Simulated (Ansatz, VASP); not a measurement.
One calculation of GaAs, two programs

```
CELL_PARAMETERS angstrom
3.75399 0.00000 0.00000
0.00000 3.75399 0.00000
0.00000 0.00000 6.87259
ATOMIC_POSITIONS crystal
Ga 0.50000 0.50000 0.25000
Ga 0.50000 0.50000 0.75000
As 0.00000 0.50000 0.00000
As 0.50000 0.00000 0.50000
```

Change from the starting cell: ordered vacancies on the cation sites of antifluorite (P4_2/mmc, No. 131).

Alike in both runs: functional PBE; k mesh 12 × 12 × 8; occupations gaussian, width 0.1 eV; no spin polarisation.

Ansatz relaxed the structure, and its values are those at the end. VASP's run is a single point on that final structure, the one shown.

```csv
,VASP,Ansatz
version,VASP 6.6.1,Ansatz 0.2.0
potentials or method,"VASP PAW PBE potentials, release 64 (Ga_d, As), cutoff 520 eV","scalar-relativistic, plane waves, PAW"
valence electrons in the cell,36,56
```

VASP gave:

- gap on the k mesh at the Fermi level (eV): none
- pressure (GPa): 0.2

Task: What did Ansatz give for the same quantities?

Result: gap on the k mesh at the Fermi level (eV): none; pressure (GPa): 0.0.

A gap of «none» marks a metal or a gap that the smearing closes. VASP's potentials hold 36 valence electrons a cell and Ansatz's 56, so a difference there can come from the potentials and not from the codes.
